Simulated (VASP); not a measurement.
# Si (P6_3/mmc) in VASP: further runs, part 2 of 2

VASP 6.6.1. The steps go on from the part before.

### Step 4. Single point, LDA (volume scaled by 1.12)

The input, INCAR:

```
SYSTEM = Si
PREC = Accurate
ENCUT = 520
EDIFF = 1E-6
ISMEAR = -1
SIGMA = 0.1
LREAL = .FALSE.
LASPH = .TRUE.
NELM = 100
ALGO = Normal
ISIF = 2
LWAVE = .FALSE.
LCHARG = .TRUE.
LELF = .TRUE.
LVHAR = .TRUE.
NBANDS = 16
```

The input, KPOINTS:

```
regular mesh
0
G
  15 15 4
  0 0 0
```

The input, POSCAR:

```
Si
1.0
    2.7869848880      0.0000000000      0.0000000000
   -1.3934924440      2.4135997130      0.0000000000
    0.0000000000      0.0000000000      9.2470111026
Si
4
Direct
    0.0000000000      0.0000000000      1.0000000000
    1.0000000000      0.0000000000      0.5000000000
    0.3333333333      0.6666666667      0.2500000000
    0.6666666667      0.3333333333      0.7500000000
```

Potentials or basis: VASP PAW LDA potentials, release 64 (Si).

The run is started by

```
$ cat potpaw_LDA.64/Si/POTCAR > POTCAR
$ mpirun -np 1 vasp_std > vasp.out
```

OUTCAR:

```text
SYSTEM = Si
   PREC = Accurate
   ENCUT = 520
   EDIFF = 1E-6
   ISMEAR = -1
   LREAL = .FALSE.
   LASPH = .TRUE.
   NELM = 100
   ISIF = 2

 ion  position               nearest neighbor table
   1  0.000  0.000  0.000-   3 2.82   4 2.82   4 2.82   3 2.82   4 2.82   3 2.82
   2  0.000  0.000  0.500-   3 2.82   4 2.82   4 2.82   3 2.82   4 2.82   3 2.82
   3  0.333  0.667  0.250-   1 2.82   2 2.82   1 2.82   2 2.82   1 2.82   2 2.82
   4  0.667  0.333  0.750-   1 2.82   2 2.82   1 2.82   2 2.82   1 2.82   2 2.82

  LATTYP: Found a hexagonal cell.
 ALAT       =     2.7869848880
 C/A-ratio  =     3.3179265314

  Lattice vectors:

 A1 = (   2.7869848880,   0.0000000000,   0.0000000000)
 A2 = (  -1.3934924440,   2.4135997130,   0.0000000000)
 A3 = (   0.0000000000,   0.0000000000,   9.2470111026)

Analysis of symmetry for initial positions (statically):
=====================================================================
 Subroutine PRICEL returns:
 Original cell was already a primitive cell.

 Routine SETGRP: Setting up the symmetry group for a
 hexagonal supercell.

 Subroutine GETGRP returns: Found 24 space group operations
 (whereof 12 operations were pure point group operations)
 out of a pool of 24 trial point group operations.

The static configuration has the point symmetry D_3d.
 The point group associated with its full space group is D_6h.

Analysis of symmetry for dynamics (positions and initial velocities):
=====================================================================
 Subroutine PRICEL returns:
 Original cell was already a primitive cell.

 Routine SETGRP: Setting up the symmetry group for a
 hexagonal supercell.

 Subroutine GETGRP returns: Found 24 space group operations
 (whereof 12 operations were pure point group operations)
 out of a pool of 24 trial point group operations.

The dynamic configuration has the point symmetry D_3d.
 The point group associated with its full space group is D_6h.

 Subroutine INISYM returns: Found 24 space group operations
 (whereof 12 operations are pure point group operations),
[... 123 lines left out ...]
  Thomas-Fermi vector in A             =   2.175761
   LORBIT       =      0    0 simple, 1 ext, 2 COOP (PROOUT), +10 PAW based schemes
   GGA     = CA    functional components
   LHFCALC =     F    Hartree Fock is set to
   AEXX    =    0.0000 exact exchange contribution
   IVDW    =     0    specifies the selected vdW correction
   LEPSILON=     F    determine dielectric tensor
   LRPA    =     F    only Hartree local field effects (RPA)
 non-spin polarized calculation
  energy-cutoff  :      520.00
  volume of cell :       62.20
 maximum number of plane-waves:      1690
 NGX is ok and might be reduce to    24
   NGX = 11   NGY = 11   NGZ = 35

 number of electron      16.0000001 magnetization

 Free energy of the ion-electron system (eV)
  ---------------------------------------------------
  ext. energy  EPLUGINS =         0.00000000
  ---------------------------------------------------
  free energy    TOTEN  =       -21.91237040 eV

  energy without entropy =      -21.84530952  energy(sigma->0) =      -21.87883996

 E-fermi :   9.1703     XC(G=0): -10.9771

 val. band max:        9.1529905440   @ k =   0.2667   0.2000   0.0000
 cond. band min:       9.1812275994   @ k =   0.2000   0.2000   0.2500
 fundamental gap:      0.0282370554
 Fermi energy:         9.1703237682

 k-point     1 :       0.0000    0.0000    0.0000
  band No.  band energies     occupation
      1      -4.5546      2.00000
      2      -2.8746      2.00000
      3      -2.8733      2.00000
      4       1.5770      2.00000
      5       2.6905      2.00000
      6      10.1443      0.00012
[... 433 lines left out ...]
      3       3.6424      2.00000
      4       3.9007      2.00000
      5       4.0408      2.00000
      6       4.1516      2.00000
[... 8 lines left out ...]
     15      13.6181      0.00000
     16      15.3155      0.00000

 [... further k-points ...]

------------------------ aborting loop because EDIFF is reached ----------------------------------------

  FORCE on cell =-STRESS in cart. coord.  units (eV):
  Direction    XX          YY          ZZ          XY          YZ          ZX
  --------------------------------------------------------------------------------------
  -------------------------------------------------------------------------------------
  Total       -3.4297988     -3.4297988     -2.7643530      0.0000000     -0.0000000      0.0000000
  in kB      -88.3441896    -88.3441896    -71.2037471      0.0000000     -0.0000000      0.0000000
  external PRESSURE =     -82.6307088 kB  Pullay stress =       0.0000000 kB

 VOLUME and BASIS-vectors are now :
 -----------------------------------------------------------------------------
  energy-cutoff  :      520.00
  volume of cell :       62.20
      direct lattice vectors                 reciprocal lattice vectors
     2.786984888  0.000000000  0.000000000     0.358810701  0.207159455  0.000000000
    -1.393492444  2.413599713  0.000000000     0.000000000  0.414318909  0.000000000
     0.000000000  0.000000000  9.247011103     0.000000000  0.000000000  0.108143052

 POSITION                                       TOTAL-FORCE (eV/Angst)
 -----------------------------------------------------------------------------------
      0.00000      0.00000      0.00000         0.000000      0.000000     -0.000000
      0.00000      0.00000      4.62351         0.000000      0.000000     -0.000000
     -0.00000      1.60907      2.31175         0.000000     -0.000000     -0.000000
      1.39349      0.80453      6.93526        -0.000000      0.000000      0.000000
 -----------------------------------------------------------------------------------
    total drift:                               -0.000000      0.000000     -0.000000

  FREE ENERGIE OF THE ION-ELECTRON SYSTEM (eV)
  ---------------------------------------------------
  free  energy   TOTEN  =       -21.9123704021 eV

  energy  without entropy=      -21.8453095172  energy(sigma->0) =      -21.87883996
```

stdout:

```text
POSCAR found type information on POSCAR Si
 POSCAR found :  1 types and       4 ions
 scaLAPACK will be used
 LDA part: xc-table for (Slater(with rela. corr.)+CA(PZ))
 , standard interpolation
 POSCAR, INCAR and KPOINTS ok, starting setup
 FFT: planning ... GRIDC
 FFT: planning ... GRID_SOFT
 FFT: planning ... GRID
 WAVECAR not read
 entering main loop
```

Run time: 38 s. Hardware: 1 thread of Intel Xeon Platinum 8559C (Emerald Rapids), shared host; peak memory 0.19 GiB.

What came out:

```yaml
Free_energy: -21.9124 eV
Pressure: -8.3 GPa
Band_gap_on_the_k_mesh: zero (band 8 reaches 17.09 eV, above the bottom of band 9 at 5.56 eV)
```

Levels at points of the mesh, in eV from the Fermi level:
```
           k point  band 5  band 6  band 7  band 8  band 9  band 10  band 11  band 12
(0.00, 0.00, 0.00)   -6.48    0.97    0.98    7.86    7.86     8.44     8.44     8.94
(0.00, 0.00, 0.50)   -3.34   -3.34    5.80    5.80    8.09     8.09     8.09     8.09
```

Caveat: the cell differs from its parent crystal (volume scaled by 1.12).

### Step 5. Single point, LDA

This run uses another cell than the first one, of 13.88 Å³/atom, 0.962 times its volume.

The input, INCAR:

```
PREC = Accurate
ENCUT = 520
EDIFF = 1E-7
ISMEAR = -1
SIGMA = 0.1
LREAL = False
LASPH = True
NELM = 100
ALGO = Normal
ISIF = 2
LWAVE = False
LCHARG = True
LELF = True
LVHAR = True
NBANDS = 16
```

The input, KPOINTS:

```
regular mesh
0
Gamma
  18 18 5
```

The input, POSCAR:

```
Si
1.0
    2.6836668789      0.0000000000      0.0000000000
   -1.3418334394      2.3241236924      0.0000000000
    0.0000000000      0.0000000000      8.9042095390
Si
4
Direct
    0.0000000000      0.0000000000      1.0000000000
    1.0000000000      0.0000000000      0.5000000000
    0.3333333333      0.6666666667      0.2500000000
    0.6666666667      0.3333333333      0.7500000000
```

Potentials or basis: VASP PAW LDA potentials, release 64 (Si).

The run is started by

```
$ cat potpaw_LDA.64/Si/POTCAR > POTCAR
$ mpirun -np 1 vasp_std > vasp.out
```

OUTCAR:

```text
PREC = Accurate
   ENCUT = 520
   EDIFF = 1E-7
   ISMEAR = -1
   LREAL = False
   LASPH = True
   NELM = 100
   ISIF = 2

 ion  position               nearest neighbor table
   1  0.000  0.000  0.000-   3 2.71   4 2.71   3 2.71   4 2.71   4 2.71   3 2.71
   2  0.000  0.000  0.500-   3 2.71   4 2.71   3 2.71   4 2.71   4 2.71   3 2.71
   3  0.333  0.667  0.250-   1 2.71   2 2.71   1 2.71   2 2.71   1 2.71   2 2.71
   4  0.667  0.333  0.750-   1 2.71   2 2.71   1 2.71   2 2.71   1 2.71   2 2.71

  LATTYP: Found a hexagonal cell.
 ALAT       =     2.6836668789
 C/A-ratio  =     3.3179265314

  Lattice vectors:

 A1 = (   2.6836668789,   0.0000000000,   0.0000000000)
 A2 = (  -1.3418334394,   2.3241236924,   0.0000000000)
 A3 = (   0.0000000000,   0.0000000000,   8.9042095390)

Analysis of symmetry for initial positions (statically):
=====================================================================
 Subroutine PRICEL returns:
 Original cell was already a primitive cell.

 Routine SETGRP: Setting up the symmetry group for a
 hexagonal supercell.

 Subroutine GETGRP returns: Found 24 space group operations
 (whereof 12 operations were pure point group operations)
 out of a pool of 24 trial point group operations.

The static configuration has the point symmetry D_3d.
 The point group associated with its full space group is D_6h.

Analysis of symmetry for dynamics (positions and initial velocities):
=====================================================================
 Subroutine PRICEL returns:
 Original cell was already a primitive cell.

 Routine SETGRP: Setting up the symmetry group for a
 hexagonal supercell.

 Subroutine GETGRP returns: Found 24 space group operations
 (whereof 12 operations were pure point group operations)
 out of a pool of 24 trial point group operations.

The dynamic configuration has the point symmetry D_3d.
 The point group associated with its full space group is D_6h.

[... 123 lines left out ...]
  volume/ion in A,a.u.               =      13.88        93.70
  Fermi-wavevector in a.u.,A,eV,Ry     =   1.081236  2.043239 15.906175  1.169071
  Thomas-Fermi vector in A             =   2.217247
   LORBIT       =      0    0 simple, 1 ext, 2 COOP (PROOUT), +10 PAW based schemes
   GGA     = CA    functional components
   LHFCALC =     F    Hartree Fock is set to
   AEXX    =    0.0000 exact exchange contribution
   IVDW    =     0    specifies the selected vdW correction
   LEPSILON=     F    determine dielectric tensor
   LRPA    =     F    only Hartree local field effects (RPA)
 non-spin polarized calculation
  energy-cutoff  :      520.00
  volume of cell :       55.54
 maximum number of plane-waves:      1527
 NGX is ok and might be reduce to    20
   NGX =  9   NGY =  9   NGZ = 33

 number of electron      16.0000000 magnetization

 Free energy of the ion-electron system (eV)
  ---------------------------------------------------
  ext. energy  EPLUGINS =         0.00000000
  ---------------------------------------------------
  free energy    TOTEN  =       -22.11662372 eV

  energy without entropy =      -22.06442153  energy(sigma->0) =      -22.09052263

 E-fermi :  10.6754     XC(G=0): -11.4321

 val. band max:       10.6613769609   @ k =   0.4444   0.0556   0.0000
 cond. band min:      10.6792489172   @ k =   0.3889   0.0556   0.4000
 fundamental gap:      0.0178719564
 Fermi energy:        10.6754256896

 k-point     1 :       0.0000    0.0000    0.0000
  band No.  band energies     occupation
      1      -4.0948      2.00000
      2      -2.2767      2.00000
      3      -2.2762      2.00000
      4       2.7452      2.00000
      5       3.4524      2.00000
      6      11.7037      0.00007
[... 433 lines left out ...]
      3       3.1453      2.00000
      4       4.3212      2.00000
      5       5.9571      2.00000
      6       6.0441      2.00000
[... 8 lines left out ...]
     15      16.5471      0.00000
     16      17.3354      0.00000

 [... further k-points ...]

------------------------ aborting loop because EDIFF is reached ----------------------------------------

  FORCE on cell =-STRESS in cart. coord.  units (eV):
  Direction    XX          YY          ZZ          XY          YZ          ZX
  --------------------------------------------------------------------------------------
  -------------------------------------------------------------------------------------
  Total       -0.1359275     -0.1359275      0.2490918     -0.0000000     -0.0000000      0.0000000
  in kB       -3.9213419     -3.9213419      7.1859935     -0.0000000     -0.0000000      0.0000000
  external PRESSURE =      -0.2188967 kB  Pullay stress =       0.0000000 kB

 VOLUME and BASIS-vectors are now :
 -----------------------------------------------------------------------------
  energy-cutoff  :      520.00
  volume of cell :       55.54
      direct lattice vectors                 reciprocal lattice vectors
     2.683666879  0.000000000  0.000000000     0.372624489  0.215134849  0.000000000
    -1.341833439  2.324123692  0.000000000     0.000000000  0.430269698  0.000000000
     0.000000000  0.000000000  8.904209539     0.000000000  0.000000000  0.112306432

 POSITION                                       TOTAL-FORCE (eV/Angst)
 -----------------------------------------------------------------------------------
      0.00000      0.00000      0.00000        -0.000000      0.000000      0.000000
      0.00000      0.00000      4.45210        -0.000000      0.000000      0.000000
     -0.00000      1.54942      2.22605         0.000000      0.000000     -0.000000
      1.34183      0.77471      6.67816        -0.000000     -0.000000      0.000000
 -----------------------------------------------------------------------------------
    total drift:                               -0.000000      0.000000     -0.000000

  FREE ENERGIE OF THE ION-ELECTRON SYSTEM (eV)
  ---------------------------------------------------
  free  energy   TOTEN  =       -22.1166237196 eV

  energy  without entropy=      -22.0644215308  energy(sigma->0) =      -22.09052263
```

stdout:

```text
POSCAR found type information on POSCAR Si
 POSCAR found :  1 types and       4 ions
 scaLAPACK will be used
 LDA part: xc-table for (Slater(with rela. corr.)+CA(PZ))
 , standard interpolation
 POSCAR, INCAR and KPOINTS ok, starting setup
 FFT: planning ... GRIDC
 FFT: planning ... GRID_SOFT
 FFT: planning ... GRID
 WAVECAR not read
 entering main loop
```

Wall time 35 s (1 thread of Intel Xeon Platinum 8559C (Emerald Rapids), shared host); peak memory 0.19 GiB.

Results:

| Property | Result |
| --- | --- |
| Free energy | -22.1166 eV |
| Pressure | 0.0 GPa |
| Band gap on the k mesh | zero (band 8 reaches 19.49 eV, above the bottom of band 9 at 6.76 eV) |

Stress tensor (GPa, compression positive):
```
-0.39  0.00  0.00
 0.00 -0.39  0.00
 0.00  0.00  0.72
```

### Step 6. Overview

```tsv
cell	k mesh	gap on the mesh (eV)	pressure (GPa)
a = 2.719, b = 2.719, c = 9.021 Å, angles 90.0, 90.0, 120.0°, 4 atoms	15 × 15 × 4	none	-3.4
a = 2.753, b = 2.753, c = 9.136 Å, angles 90.0, 90.0, 120.0°, 4 atoms	15 × 15 × 4	none	-6.1
a = 2.787, b = 2.787, c = 9.247 Å, angles 90.0, 90.0, 120.0°, 4 atoms	15 × 15 × 4	none	-8.3
a = 2.684, b = 2.684, c = 8.904 Å, angles 90.0, 90.0, 120.0°, 4 atoms	18 × 18 × 5	none	0.0
```

Alike in all rows: task single point; level LDA; potentials or basis VASP PAW LDA potentials, release 64 (Si); no spin polarisation; cutoff (eV) 520; smearing fermi-dirac 0.1 eV.

Total energies depend on the potentials used, so only differences within one code and one set of settings carry meaning.
